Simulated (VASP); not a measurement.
# Zr (Cmcm) in VASP: notebook

Runs on Zr. Level: PBEsol. Tasks: single point.

Program: VASP 6.6.1. These are calculated values, not measurements. Logs are shortened: lines on timing, memory, paths and dates and some standing lists are left out, and cuts for length are marked.

## (1) The cell of the first run

The structure is orthorhombic, space group Cmcm (No. 63). Conventional cell: a = 3.264 Å, b = 5.598 Å, c = 5.147 Å, α = 90.00°, β = 90.00°, γ = 90.00°. Zr (site symmetry m2m) has 12 Zr at 3.18 to 3.26 Å within 4.2 Å.

## (2) Single point, PBEsol (strain +0.0100 x Voigt [1, 0, 0, 0, 0, 0])

INCAR

```
ALGO     = Fast           # electronic algorithm
EDIFF    = 1E-7           # SCF threshold, eV
ENCUT    = 520            # plane-wave cutoff, eV
GGA      = PS             # functional
ISIF     = 2              # what is computed and relaxed
ISMEAR   = 0              # smearing method
LASPH    = T              # aspherical terms in the spheres
LCHARG   = T              # write CHGCAR
LELF     = T              # ELF
LREAL    = F              # projectors in reciprocal space
LVHAR    = T            
LWAVE    = F              # write WAVECAR
NBANDS   = 19             # bands
NELM     = 100            # most SCF steps
PREC     = Accurate       # precision mode
SIGMA    = 0.15           # smearing width, eV
```

KPOINTS

```
k-points
0
Gamma
  18 18 10
```

POSCAR

```
Zr
1.0
    3.2643182047      0.0000000000      0.0000000000
   -1.6321591023      2.7989925657      0.0000000000
    0.0000000000      0.0000000000      5.1470000000
Zr
2
Direct
    0.3333333333      0.6666666667      0.2500000000
    0.6666666667      0.3333333333      0.7500000000
```

Potentials or basis: VASP PAW PBE potentials, release 64 (Zr_sv).

Run with:

```
$ cat potpaw_PBE.64/Zr_sv/POTCAR > POTCAR
$ mpirun -np 1 vasp_std > vasp.out
```

OUTCAR:

```text
EDIFF = 1E-7
   ENCUT = 520
   GGA = PS
   ISIF = 2
   ISMEAR = 0
   LASPH = T
   LREAL = F
   NELM = 100
   PREC = Accurate

 ion  position               nearest neighbor table
   1  0.333  0.667  0.250-   2 3.18   2 3.18   2 3.19   2 3.19   2 3.19   2 3.19
   2  0.667  0.333  0.750-   1 3.18   1 3.18   1 3.19   1 3.19   1 3.19   1 3.19

  Warning from LATTYP: Monoclinic adjustment (A1->A3, A2->A1, A3->A2)!
  LATTYP: Found a base centered orthorhombic cell.
 ALAT       =     3.2643182047
 B/A-ratio  =     1.7149017897
 C/A-ratio  =     1.5767457941

  Lattice vectors:

 A1 = (   1.6321591023,  -2.7989925657,   0.0000000000)
 A2 = (   1.6321591024,   2.7989925657,   0.0000000000)
 A3 = (   0.0000000000,   0.0000000000,   5.1470000000)

Analysis of symmetry for initial positions (statically):
=====================================================================
 Subroutine PRICEL returns:
 Original cell was already a primitive cell.

 Routine SETGRP: Setting up the symmetry group for a
 base centered orthorhombic supercell.

 Subroutine GETGRP returns: Found  8 space group operations
 (whereof  4 operations were pure point group operations)
 out of a pool of  8 trial point group operations.

The static configuration has the point symmetry C_2h.
 The point group associated with its full space group is D_2h.

Analysis of symmetry for dynamics (positions and initial velocities):
=====================================================================
 Subroutine PRICEL returns:
 Original cell was already a primitive cell.

 Routine SETGRP: Setting up the symmetry group for a
 base centered orthorhombic supercell.

 Subroutine GETGRP returns: Found  8 space group operations
 (whereof  4 operations were pure point group operations)
 out of a pool of  8 trial point group operations.

The dynamic configuration has the point symmetry C_2h.
 The point group associated with its full space group is D_2h.

 Subroutine INISYM returns: Found  8 space group operations
 (whereof  4 operations are pure point group operations),
 and found     1 'primitive' translations

----------------------------------------------------------------------------------------

                                     Primitive cell

  volume of cell :      47.0271

  direct lattice vectors                    reciprocal lattice vectors
     3.264318205  0.000000000  0.000000000     0.306342684  0.178635701  0.000000000
    -1.632159102  2.798992566  0.000000000     0.000000000  0.357271403  0.000000000
     0.000000000  0.000000000  5.147000000     0.000000000  0.000000000  0.194287935

  length of vectors
     3.264318205  3.240108442  5.147000000     0.354621705  0.357271403  0.194287935

  position of ions in fractional coordinates (direct lattice)
     0.333333333  0.666666667  0.250000000
     0.666666667  0.333333333  0.750000000

  ion indices of the primitive-cell ions
   primitive index   ion index
                 1           1
                 2           2

----------------------------------------------------------------------------------------

 KPOINTS: k-points

Automatic generation of k-mesh.
 Grid dimensions read from file:
 generate k-points for:   18   18   10

 Generating k-lattice:

  Cartesian coordinates                     Fractional coordinates (reciprocal lattice)
     0.017019038  0.009924206  0.000000000     0.055555556  0.000000000  0.000000000
     0.000000000  0.019848411  0.000000000     0.000000000  0.055555556  0.000000000
     0.000000000  0.000000000  0.019428793     0.000000000  0.000000000  0.100000000

  Length of vectors
     0.019701206  0.019848411  0.019428793

  Shift w.r.t. Gamma in fractional coordinates (k-lattice)
     0.000000000  0.000000000  0.000000000

 Subroutine IBZKPT returns following result:
 ===========================================

 Found    546 irreducible k-points:

 Following reciprocal coordinates:
            Coordinates               Weight
  0.000000  0.000000  0.000000      1.000000
  0.055556  0.000000  0.000000      4.000000
  0.111111  0.000000  0.000000      4.000000
  0.166667 -0.000000  0.000000      4.000000
  0.222222  0.000000  0.000000      4.000000
  0.277778  0.000000  0.000000      4.000000
[... 16 lines left out ...]
 -0.333333  0.055556  0.000000      4.000000
 -0.277778  0.055556  0.000000      4.000000
 [... further k-points ...]
   k-points           NKPTS =    546   k-points in BZ     NKDIM =    546   number of bands    NBANDS=     19
   number of dos      NEDOS =    301   number of ions     NIONS =      2
   total plane-waves  NPLWV =  23040
   dimension x,y,z NGX =    24 NGY =   24 NGZ =   40
   dimension x,y,z NGXF=    48 NGYF=   48 NGZF=   80
   ions per type =               2
   NGX,Y,Z   is equivalent  to a cutoff of  12.22, 12.31, 12.92 a.u.
   NGXF,Y,Z  is equivalent  to a cutoff of  24.45, 24.63, 25.84 a.u.
 SYSTEM =  unknown system
   PREC   = accura    normal or accurate (medium, high low for compatibility)
   ISTART =      0    job   : 0-new  1-cont  2-samecut
   ICHARG =      2    charge: 1-file 2-atom 10-const
   ISPIN  =      1    spin polarized calculation?
   LNONCOLLINEAR =      F non collinear calculations
   LSORBIT =      F    spin-orbit coupling
   LASPH  =      T    aspherical Exc in radial PAW
   ENCUT  =  520.0 eV  38.22 Ry    6.18 a.u.   6.07  6.02  9.57*2*pi/ulx,y,z
   NELM   =    100;   NELMIN=  2; NELMDL= -5     # of ELM steps
   EDIFF  = 0.1E-06   stopping-criterion for ELM
   LREAL  =      F    real-space projection
   EDIFFG = 0.1E-05   stopping-criterion for IOM
   NSW    =      0    number of steps for IOM
   IBRION =     -1    ionic relax: 0-MD 1-quasi-New 2-CG
   NFREE  =      0    steps in history (QN), initial steepest desc. (CG)
   ISIF   =      2    stress and relaxation
   ISYM   =      2    0-nonsym 1-usesym 2-fastsym
   POTIM  = 0.5000    time-step for ionic-motion
   TEBEG  =    0.0;   TEEND  =   0.0 temperature during run
   PSTRESS=    0.0 pullay stress
   NELECT =      24.0000    total number of electrons
   NUPDOWN=      -1.0000    fix difference up-down
   EMIN   =  10.00;   EMAX   =-10.00  energy-range for DOS
   EFERMI =   0.00;   METHOD = LEGACY
   ISMEAR =     0;   SIGMA  =   0.15  broadening in eV -4-tet -1-fermi 0-gaus
   EFERMI_NEDOS =   21; number of points for ismear=-14 and -15
   IALGO  =     68    algorithm
   IMIX   =      4    mixing-type and parameters
     AMIX     =   0.40;   BMIX     =  1.00
     AMIX_MAG =   1.60;   BMIX_MAG =  1.00
  volume/ion in A,a.u.               =      23.51       158.68
  Fermi-wavevector in a.u.,A,eV,Ry     =   1.308265  2.472263 23.287157  1.711558
  Thomas-Fermi vector in A             =   2.438944
   LORBIT       =      0    0 simple, 1 ext, 2 COOP (PROOUT), +10 PAW based schemes
   GGA     = PS    functional components
   LHFCALC =     F    Hartree Fock is set to
   AEXX    =    0.0000 exact exchange contribution
   IVDW    =     0    specifies the selected vdW correction
   LEPSILON=     F    determine dielectric tensor
   LRPA    =     F    only Hartree local field effects (RPA)
 non-spin polarized calculation
 RMM-DIIS sequential band-by-band and
 Gauss-broadening in eV      SIGMA  =   0.15
  energy-cutoff  :      520.00
  volume of cell :       47.03
 maximum number of plane-waves:      1294
   NGX = 13   NGY = 13   NGZ = 19

 number of electron      24.0000000 magnetization

 Free energy of the ion-electron system (eV)
  ---------------------------------------------------
  ext. energy  EPLUGINS =         0.00000000
  ---------------------------------------------------
  free energy    TOTEN  =       -18.14548907 eV

  energy without entropy =      -18.12225898  energy(sigma->0) =      -18.13387402

 E-fermi :   8.7550     XC(G=0): -11.1567

 val. band max:        8.7542096498   @ k =   0.0556   0.1111   0.1000
 cond. band min:       8.7591798682   @ k =   0.3333   0.2778   0.3000
 fundamental gap:      0.0049702185
 Fermi energy:         8.7550119741

 k-point     1 :       0.0000    0.0000    0.0000
  band No.  band energies     occupation
      1     -40.0019      2.00000
      2     -39.8492      2.00000
      3     -18.5436      2.00000
      4     -17.6977      2.00000
      5     -17.6862      2.00000
      6     -17.5553      2.00000
[... 11 lines left out ...]
     18      10.8518      0.00000
     19      13.1303      0.00000

 k-point     2 :       0.0556    0.0000    0.0000
  band No.  band energies     occupation
      1     -39.9985      2.00000
      2     -39.8479      2.00000
      3     -18.5344      2.00000
      4     -17.7159      2.00000
      5     -17.6948      2.00000
      6     -17.5741      2.00000
[... 11 lines left out ...]
     18      10.7704      0.00000
     19      13.2181      0.00000

 k-point     3 :       0.1111    0.0000    0.0000
  band No.  band energies     occupation
      1     -39.9888      2.00000
      2     -39.8441      2.00000
      3     -18.5072      2.00000
      4     -17.7729      2.00000
      5     -17.7144      2.00000
      6     -17.6331      2.00000
[... 11 lines left out ...]
     18      10.6309      0.00000
     19      13.3585      0.00000

 k-point     4 :       0.1667   -0.0000    0.0000
  band No.  band energies     occupation
      1     -39.9735      2.00000
      2     -39.8386      2.00000
      3     -18.4639      2.00000
      4     -17.8613      2.00000
      5     -17.7424      2.00000
      6     -17.7223      2.00000
[... 11 lines left out ...]
     18      10.9797      0.00000
     19      13.5334      0.00000

 k-point     5 :       0.2222    0.0000    0.0000
  band No.  band energies     occupation
      1     -39.9542      2.00000
      2     -39.8324      2.00000
      3     -18.4070      2.00000
      4     -17.9698      2.00000
      5     -17.8285      2.00000
      6     -17.7754      2.00000
[... 11 lines left out ...]
     18      11.4484      0.00000
     19      13.6975      0.00000

 k-point     6 :       0.2778    0.0000    0.0000
  band No.  band energies     occupation
      1     -39.9327      2.00000
      2     -39.8267      2.00000
      3     -18.3403      2.00000
      4     -18.0851      2.00000
      5     -17.9381      2.00000
      6     -17.8095      2.00000
[... 11 lines left out ...]
     18      12.0084      0.00000
     19      13.8306      0.00000

 k-point     7 :       0.3333    0.0000    0.0000
  band No.  band energies     occupation
      1     -39.9111      2.00000
      2     -39.8226      2.00000
      3     -18.2689      2.00000
      4     -18.1929      2.00000
      5     -18.0381      2.00000
      6     -17.8407      2.00000
[... 11 lines left out ...]
     18      12.6184      0.00000
     19      13.9274      0.00000

 k-point     8 :       0.3889    0.0000    0.0000
  band No.  band energies     occupation
      1     -39.8919      2.00000
      2     -39.8208      2.00000
      3     -18.2804      2.00000
      4     -18.2002      2.00000
      5     -18.1178      2.00000
      6     -17.8657      2.00000
[... 256 lines left out ...]
 k-point    20 :       0.5000    0.0556    0.0000
  band No.  band energies     occupation
      1     -39.8726      2.00000
      2     -39.8216      2.00000
      3     -18.3457      2.00000
      4     -18.1762      2.00000
      5     -18.1242      2.00000
      6     -17.8978      2.00000
[... 11 lines left out ...]
     18      13.9803      0.00000
     19      14.5710      0.00000

 k-point    21 :      -0.4444    0.0556    0.0000
  band No.  band energies     occupation
      1     -39.8828      2.00000
      2     -39.8208      2.00000
      3     -18.3067      2.00000
      4     -18.1655      2.00000
      5     -18.1422      2.00000
      6     -17.8862      2.00000
[... 11 lines left out ...]
     18      13.8450      0.00000
     19      13.9591      0.00000

 k-point    22 :      -0.3889    0.0556    0.0000
  band No.  band energies     occupation
      1     -39.8998      2.00000
      2     -39.8214      2.00000
      3     -18.2341      2.00000
      4     -18.2291      2.00000
      5     -18.0795      2.00000
      6     -17.8631      2.00000
[... 11 lines left out ...]
     18      13.1581      0.00000
     19      13.9140      0.00000

 k-point    23 :      -0.3333    0.0556    0.0000
  band No.  band energies     occupation
      1     -39.9204      2.00000
      2     -39.8242      2.00000
      3     -18.3001      2.00000
      4     -18.1361      2.00000
      5     -17.9954      2.00000
      6     -17.8300      2.00000
[... 11 lines left out ...]
     18      12.4934      0.00000
     19      13.8404      0.00000

 k-point    24 :      -0.2778    0.0556    0.0000
  band No.  band energies     occupation
      1     -39.9420      2.00000
      2     -39.8291      2.00000
      3     -18.3694      2.00000
      4     -18.0248      2.00000
      5     -17.9009      2.00000
      6     -17.7883      2.00000
[... 11 lines left out ...]
     18      11.8746      0.00000
     19      13.7346      0.00000

 [... further k-points ...]
[... 5 lines left out ...]
  --------------------------------------------------------------------------------------
  -------------------------------------------------------------------------------------
  Total       -1.4072494     -1.1510860     -1.0475900     -0.0000000      0.0000000      0.0000000
  in kB      -47.9438892    -39.2166024    -35.6905732     -0.0000000      0.0000000      0.0000000
  external PRESSURE =     -40.9503549 kB  Pullay stress =       0.0000000 kB

 VOLUME and BASIS-vectors are now :
 -----------------------------------------------------------------------------
  energy-cutoff  :      520.00
  volume of cell :       47.03
      direct lattice vectors                 reciprocal lattice vectors
     3.264318205  0.000000000  0.000000000     0.306342684  0.178635701  0.000000000
    -1.632159102  2.798992566  0.000000000     0.000000000  0.357271403  0.000000000
     0.000000000  0.000000000  5.147000000     0.000000000  0.000000000  0.194287935

 POSITION                                       TOTAL-FORCE (eV/Angst)
 -----------------------------------------------------------------------------------
     -0.00000      1.86600      1.28675        -0.000000     -0.017955      0.000000
      1.63216      0.93300      3.86025         0.000000      0.017955      0.000000
 -----------------------------------------------------------------------------------
    total drift:                                0.000000     -0.000000      0.000000

  FREE ENERGIE OF THE ION-ELECTRON SYSTEM (eV)
  ---------------------------------------------------
  free  energy   TOTEN  =       -18.1454890655 eV

  energy  without entropy=      -18.1222589821  energy(sigma->0) =      -18.13387402
```

Run time: 15 min. Hardware: 1 thread of Intel Xeon 8259CL, shared host; peak memory 0.48 GiB.

Results:

```yaml
Free_energy: -18.1455 eV
Pressure: -4.1 GPa
Largest_force: 0.018 eV/Å
Band_gap_on_the_k_mesh: zero (bands 12 and 13 overlap by 1.23 eV)
```

Forces on the atoms (eV/Å):
```
Zr   0.000 -0.018  0.000
Zr   0.000  0.018  0.000
```

Stress tensor (GPa, compression positive):
```
-4.79  0.00  0.00
 0.00 -3.92  0.00
 0.00  0.00 -3.57
```

Caveat: the cell differs from its parent crystal (strain +0.0100 x Voigt [1, 0, 0, 0, 0, 0]); the cell stands under tension; the PAW data sets were made with another functional, which shifts forces and pressure a little.

## (3) Single point, PBEsol (strain +0.0200 x Voigt [1, 0, 0, 0, 0, 0])

INCAR

```
PREC = Accurate ; ENCUT = 520
EDIFF = 1E-6 ; ISMEAR = 0
SIGMA = 0.15 ; LREAL = F
LASPH = T ; NELM = 60
ALGO = Fast ; ISIF = 2
LWAVE = F ; LCHARG = F
GGA = PS ; NBANDS = 19
```

KPOINTS

```
regular mesh
0
Gamma
  18 18 10
```

POSCAR

```
Zr
1.0
    3.2966381870      0.0000000000      0.0000000000
   -1.6483190935      2.7989925657      0.0000000000
    0.0000000000      0.0000000000      5.1470000000
Zr
2
Direct
    0.3333333333      0.6666666667      0.2500000000
    0.6666666667      0.3333333333      0.7500000000
```

Potentials or basis: VASP PAW PBE potentials, release 64 (Zr_sv).

Run with:

```
$ cat potpaw_PBE.64/Zr_sv/POTCAR > POTCAR
$ mpirun -np 1 vasp_std > vasp.out
```

It took 17 min on 1 thread of Intel Xeon 8259CL, shared host; peak memory 0.49 GiB.

It converged, with:

| Quantity | Value |
| --- | --- |
| Free energy | -18.1299 eV |
| Pressure | -4.9 GPa |
| Largest force | 0.037 eV/Å |
| Band gap on the k mesh | zero (bands 12 and 13 overlap by 1.27 eV) |

Forces in eV/Å, atoms in the order of the input:
```
Zr   0.000 -0.037  0.000
Zr   0.000  0.037  0.000
```

Stress tensor (GPa, compression positive):
```
-6.10  0.00  0.00
 0.00 -4.43  0.00
 0.00  0.00 -4.17
```

Levels at points of the mesh, in eV from the Fermi level:
```tsv
k point	band 9	band 10	band 11	band 12	band 13	band 14	band 15	band 16
(0.00, 0.00, 0.00)	-5.64	-2.98	0.68	1.00	1.08	1.19	1.39	1.68
(0.50, 0.00, 0.00)	-2.50	-2.50	-2.07	-0.32	0.52	0.81	1.43	4.71
(0.00, 0.50, 0.00)	-2.52	-2.48	-2.08	-0.20	0.34	0.83	1.57	4.78
(0.00, 0.00, 0.50)	-3.93	-3.93	0.09	0.09	0.59	0.59	0.86	0.86
(0.50, 0.00, 0.50)	-2.82	-2.82	-1.00	-1.00	1.52	1.52	2.18	2.18
(0.00, 0.50, 0.50)	-2.80	-2.80	-0.98	-0.98	1.63	1.63	2.02	2.02
```

Caveat: the cell differs from its parent crystal (strain +0.0200 x Voigt [1, 0, 0, 0, 0, 0]); the cell stands under tension; the PAW data sets were made with another functional, which shifts forces and pressure a little.

## (4) Single point, PBEsol (strain +0.0300 x Voigt [1, 0, 0, 0, 0, 0])

INCAR

```
SYSTEM = Zr
ALGO = Fast
EDIFF = 1E-6
ENCUT = 520
GGA = PS
ISIF = 2
ISMEAR = 0
LASPH = .True.
LCHARG = .False.
LREAL = .False.
LWAVE = .False.
NBANDS = 19
NELM = 60
PREC = Accurate
SIGMA = 0.15
```

KPOINTS

```
k-points
0
Gamma
  18 18 10
  0 0 0
```

POSCAR

```
Zr
1.0
    3.3289581692      0.0000000000      0.0000000000
   -1.6644790846      2.7989925657      0.0000000000
    0.0000000000      0.0000000000      5.1470000000
Zr
2
Direct
    0.3333333333      0.6666666667      0.2500000000
    0.6666666667      0.3333333333      0.7500000000
```

Run with:

```
$ cat potpaw_PBE.64/Zr_sv/POTCAR > POTCAR
$ mpirun -np 1 vasp_std > vasp.out
```

It took 19 min on 1 thread of Intel Xeon 8259CL, shared host; peak memory 0.49 GiB.

The run converged. Its results:

- Free energy: -18.1106 eV
- Pressure: -5.7 GPa
- Largest force: 0.058 eV/Å
- Band gap on the k mesh: zero (bands 12 and 13 overlap by 1.33 eV)

Forces on the atoms (eV/Å):
```
Zr   0.000 -0.058  0.000
Zr   0.000  0.058  0.000
```

Stress tensor (GPa, compression positive):
```
-7.31  0.00  0.00
 0.00 -4.94  0.00
 0.00  0.00 -4.75
```

Levels at points of the mesh, in eV from the Fermi level:
| k point | band 10 | band 11 | band 12 | band 13 | band 14 | band 15 |
| --- | --- | --- | --- | --- | --- | --- |
| (0.00, 0.00, 0.00) | -2.95 | 0.60 | 1.07 | 1.12 | 1.20 | 1.32 |
| (0.50, 0.00, 0.00) | -2.46 | -2.03 | -0.37 | 0.51 | 0.83 | 1.41 |
| (0.00, 0.50, 0.00) | -2.47 | -2.04 | -0.20 | 0.26 | 0.86 | 1.63 |
| (0.00, 0.00, 0.50) | -3.91 | 0.11 | 0.11 | 0.50 | 0.50 | 0.91 |
| (0.50, 0.00, 0.50) | -2.79 | -0.97 | -0.97 | 1.46 | 1.46 | 2.17 |
| (0.00, 0.50, 0.50) | -2.77 | -0.95 | -0.95 | 1.64 | 1.64 | 1.94 |

Caveat: the cell differs from its parent crystal (strain +0.0300 x Voigt [1, 0, 0, 0, 0, 0]); the cell stands under tension; the PAW data sets were made with another functional, which shifts forces and pressure a little.

## (5) The runs side by side

| cell | further INCAR settings | gap on the mesh (eV) | pressure (GPa) | largest force (eV/Å) |
| --- | --- | --- | --- | --- |
| a = 3.264, b = 3.240, c = 5.147 Å, angles 90.0, 90.0, 120.2°, 2 atoms | ALGO = Fast; EDIFF = 1e-07; NBANDS = 19 | none | -4.1 | 0.02 |
| a = 3.297, b = 3.248, c = 5.147 Å, angles 90.0, 90.0, 120.5°, 2 atoms | ALGO = Fast; EDIFF = 1e-06; NBANDS = 19 | none | -4.9 | 0.04 |
| a = 3.329, b = 3.257, c = 5.147 Å, angles 90.0, 90.0, 120.7°, 2 atoms | ALGO = Fast; EDIFF = 1e-06; NBANDS = 19 | none | -5.7 | 0.06 |

Alike in all rows: task single point; level PBEsol; potentials or basis VASP PAW PBE potentials, release 64 (Zr_sv); no spin polarisation; k mesh 18 × 18 × 10; cutoff (eV) 520; smearing gaussian 0.15 eV.

Caveats: the cell stands under tension; the PAW data sets were made with another functional, which shifts forces and pressure a little.

Absolute energies hang on the potentials; compare differences alone.
